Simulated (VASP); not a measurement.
Wanted: the native input for a VASP 6.6.1 run.

```
Task                   : relaxation of cell and atoms
Functional             : r2SCAN
Dispersion             : D4
Potentials or basis    : VASP PAW PBE potentials, release 64 (Ta_pv, N)
Cutoff                 : 600 eV
k mesh                 : 10 × 10 × 6
Occupations            : fermi-dirac, width 0.05 eV
Spin                   : no spin polarisation
Dipole correction      : no
Further INCAR settings : ALGO = Normal; EDIFF = 1e-07; IBRION = 2; EDIFFG = -0.01; NSW = 60; ISIF = 3
```

Crystal: Ta2N.

```
Ta N
1.0
     3.11286    0.00000    0.00000
    -1.55643    2.69582    0.00000
     0.00000    0.00000    4.86984
Ta N
2 1
Direct
  0.33333 0.66667 0.25471
  0.66667 0.33333 0.74529
  0.00000 0.00000 0.00000
```

The input as run:

POSCAR

```
Ta2N
1.0
    3.1128615060      0.0000000000      0.0000000000
   -1.5564307530      2.6958171426      0.0000000000
    0.0000000000      0.0000000000      4.8698410000
Ta N
2 1
Direct
    0.3333333333      0.6666666667      0.2547110000
    0.6666666667      0.3333333333      0.7452890000
    0.0000000000      0.0000000000      0.0000000000
```

INCAR.step1

```
  PREC = Accurate
  ENCUT = 600
  ISMEAR = -1
  SIGMA = 0.05
  LREAL = False
  LASPH = True
  NELM = 80
  GGA = PE
  ALGO = Normal
  EDIFF = 1E-4
  LWAVE = True
  LCHARG = False
```

INCAR.step2

```
  PREC = Accurate
  ENCUT = 600
  EDIFF = 1E-7
  ISMEAR = -1
  SIGMA = 0.05
  LREAL = False
  LASPH = True
  NELM = 80
  ALGO = Normal
  ISIF = 3
  LWAVE = False
  LCHARG = False
  METAGGA = R2SCAN
  LMIXTAU = True
  IVDW = 13
  VDW_S6 = 1.0
  VDW_S8 = 0.6018749
  VDW_A1 = 0.51559235
  VDW_A2 = 5.77342911
  IBRION = 2
  NSW = 60
  EDIFFG = -0.01
  ISTART = 1
```

KPOINTS

```
regular mesh
0
Gamma
  10 10 6
```

Potentials or basis: VASP PAW PBE potentials, release 64 (Ta_pv, N).

Run with:

```sh
$ cat potpaw_PBE.64/Ta_pv/POTCAR potpaw_PBE.64/N/POTCAR > POTCAR
$ cp INCAR.step1 INCAR
$ mpirun -np 1 vasp_std > vasp.out
$ cp INCAR.step2 INCAR
$ mpirun -np 1 vasp_std > vasp.out
```

It gave:

```yaml
Relaxed_volume: 13.34 Å³/atom
Relaxed_cell: a = 3.070 Å, b = 3.070 Å, c = 4.904 Å, α = 90.00°, β = 90.00°, γ = 120.00°
Space_group_after_relaxing_to_0.1_Å: P-3m1 (No. 164)
Energy_gained_by_relaxing: 7.2 meV/atom
Ionic_steps: 6
Pressure_after_relaxing: 0.0 GPa
Band_gap_on_the_k_mesh: zero (an odd number of electrons rules out a gap without spin polarisation)
Dispersion_energy_per_atom: -0.102 eV
```

Caveat: the PAW data sets were made with another functional, which shifts forces and pressure a little; spin-orbit coupling is left out, which moves the levels of the heavy elements.

It took 34 min on 1 thread of Oxide Virtual Turin-like Processor (shared host), peak memory 0.2 GiB.
